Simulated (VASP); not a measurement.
Crystal: Ca2Cu5.

```
CELL_PARAMETERS angstrom
0.00000 4.02163 4.02163
4.02163 0.00000 4.02163
4.02163 4.02163 0.00000
ATOMIC_POSITIONS crystal
Ca 0.25000 0.25000 0.25000
Ca 0.75000 0.75000 0.75000
Cu 0.40325 0.40325 0.40325
Cu 0.40325 0.40325 0.79024
Cu 0.40325 0.79024 0.40325
Cu 0.79024 0.40325 0.40325
Cu 0.00000 0.00000 0.00000
```

The cell was generated, and may not be a known phase.

```yaml
Program: VASP 6.6.1
Task: relaxation of cell and atoms
Functional: PBE
Potentials_or_basis: VASP PAW PBE potentials, release 64 (Ca_sv, Cu)
Cutoff: 600 eV
k_mesh: 4 × 4 × 4
Occupations: gaussian, width 0.1 eV
Spin: no spin polarisation
```

At the start: pressure 16.1 GPa; volume 18.58 Å³/atom.

Q: Where does the relaxation end?

A: Over 5 steps the energy falls by 272.1 meV/atom and the volume is 25.74 Å³/atom (+38.5 %); space group F-43m (No. 216, to 0.1 Å) before and after.

The path:
| step | energy change (eV) | largest force (eV/Å) | pressure (GPa) | volume (Å³) |
| --- | --- | --- | --- | --- |
| 1 | 0.0000 | 0.0998 | 16.12 | 130.09 |
| 2 | -1.6391 | 1.5494 | 0.64 | 168.57 |
| 3 | -1.6472 | 1.6239 | -0.33 | 173.79 |
| 4 | -1.9046 | 0.0566 | 0.01 | 180.40 |
| 5 | -1.9049 | 0.0010 | -0.02 | 180.20 |

Final structure:
```cif
data_structure
_symmetry_space_group_name_H-M 'P 1'
_symmetry_Int_Tables_number 1
_cell_length_a 6.3400
_cell_length_b 6.3400
_cell_length_c 6.3400
_cell_angle_alpha 60.000
_cell_angle_beta 60.000
_cell_angle_gamma 60.000
_cell_volume 180.20
loop_
_atom_site_label
_atom_site_type_symbol
_atom_site_fract_x
_atom_site_fract_y
_atom_site_fract_z
_atom_site_occupancy
Ca1 Ca 0.25000 0.25000 0.25000 1
Ca2 Ca 0.75000 0.75000 0.75000 1
Cu1 Cu 0.40876 0.40876 0.40876 1
Cu2 Cu 0.40876 0.40876 0.77371 1
Cu3 Cu 0.40876 0.77371 0.40876 1
Cu4 Cu 0.77371 0.40876 0.40876 1
Cu5 Cu 0.00000 0.00000 0.00000 1
```

Caveat: the volume moved by over 15 % at a fixed basis, so the end points are rough.
